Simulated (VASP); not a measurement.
A run of VASP 6.6.1 is set up as follows.

INCAR

```
ALGO = Normal
EDIFF = 1E-7
ENCUT = 520
GGA = PS
ISIF = 2
ISMEAR = 0
IVDW = 12
LASPH = T
LCHARG = T
LELF = T
LREAL = F
LVHAR = T
LWAVE = F
NBANDS = 16
NELM = 80
PREC = Accurate
SIGMA = 0.15
```

KPOINTS

```
k-points
0
Gamma
  18 18 6
```

POSCAR

```
C
1.0
    2.4580081303      0.0000000000      0.0000000000
   -1.2290040652      2.1286974836      0.0000000000
    0.0000000000      0.0000000000      6.1194527675
C
4
Direct
    0.0000000000      0.0000000000      0.0025000000
    0.0000000000      0.0000000000      0.5025000000
    0.3333333333      0.6666666667      0.0025000000
    0.6666666667      0.3333333333      0.5025000000
```

Potentials or basis: VASP PAW PBE potentials, release 64 (C).

Command:

```console
$ cat potpaw_PBE.64/C/POTCAR > POTCAR
$ mpirun -np 1 vasp_std > vasp.out
```

(1) What does it give for the band gap on the k mesh?

(2) What does it give for the pressure?

(3) What does it give for the dispersion energy per atom?

Answers

(1) zero (band 8 reaches 5.49 eV, above the bottom of band 9 at 5.41 eV).

(2) 2.1 GPa.

(3) -0.120 eV.

Caveat: the cell differs from its parent crystal (engineering shear strain xy +0.0000, normal strain along z -0.0700); the PAW data sets were made with another functional, which shifts forces and pressure a little.
